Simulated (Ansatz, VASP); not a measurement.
## ZnSe in VASP and in Ansatz

```xyz
2
Lattice="0.0000 2.8338 2.8338 2.8338 0.0000 2.8338 2.8338 2.8338 0.0000" Properties=species:S:1:pos:R:3 pbc="T T T"
Se    4.2507    4.2507    4.2507
Zn    0.0000    0.0000    0.0000
```

Alike in both runs: task single point; functional PBE; k mesh 8 × 8 × 8; occupations gaussian, width 0.05 eV; no spin polarisation.

|  | VASP | Ansatz |
| --- | --- | --- |
| version | VASP 6.6.1 | Ansatz 0.2.0 |
| potentials or method | VASP PAW PBE potentials, release 64 (Se, Zn), cutoff 520 eV | all-electron LAPW, scalar-relativistic |

Ansatz gave:

- gap on the k mesh at the Fermi level (eV): 1.29
- least direct gap on the mesh (eV): 1.29
- pressure (GPa): 2.1

Which values does VASP return?

gap on the k mesh at the Fermi level (eV): 1.29; least direct gap on the mesh (eV): 1.29; pressure (GPa): 2.3.

Ansatz ran all-electron here, and VASP with PAW potentials.
